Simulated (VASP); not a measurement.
## SbAs: single point with LDA

The system is SbAs.

```xyz
2
Lattice="2.0127 1.1621 3.6123 -2.0127 1.1621 3.6123 0.0000 -2.3241 3.6123" Properties=species:S:1:pos:R:3 pbc="T T T"
Sb    0.0000    0.0000    5.4185
As    0.0000    0.0000    0.0000
```

* Program: VASP 6.6.1
* Task: single point
* Functional: LDA
* Potentials or basis: VASP PAW LDA potentials, release 64 (Sb, As)
* Cutoff: 520 eV
* k mesh: 18 × 18 × 18
* Occupations: gaussian, width 0.15 eV
* Spin: no spin polarisation
* Dipole correction: no
* Further INCAR settings: ALGO = Normal; EDIFF = 1e-06; NBANDS = 12

```
Pressure               : -5.2 GPa
Band gap on the k mesh : zero (band 5 reaches 6.80 eV, above the bottom of band 6 at 5.51 eV)
```

Stress tensor (GPa, compression positive):
```
-3.92  0.00  0.00
 0.00 -3.92  0.00
 0.00  0.00 -7.75
```

Levels at points of the mesh, in eV from the Fermi level:
```tsv
k point	band 3	band 4	band 5	band 6	band 7	band 8
(0.00, 0.00, 0.00)	-2.41	-1.24	-1.24	3.53	3.53	3.97
(0.50, 0.00, 0.00)	-1.22	-0.85	-0.74	-0.07	-0.05	0.45
(0.50, 0.50, 0.00)	-5.89	-4.02	-3.26	2.55	5.29	5.53
(0.50, 0.50, 0.50)	-0.44	-0.44	0.36	0.36	0.42	1.24
```

It took 96 s on 1 thread of AMD EPYC 9R45 (Zen 5) (shared host), peak memory 0.45 GiB.

Caveat: spin-orbit coupling is left out, which moves the levels of the heavy elements.
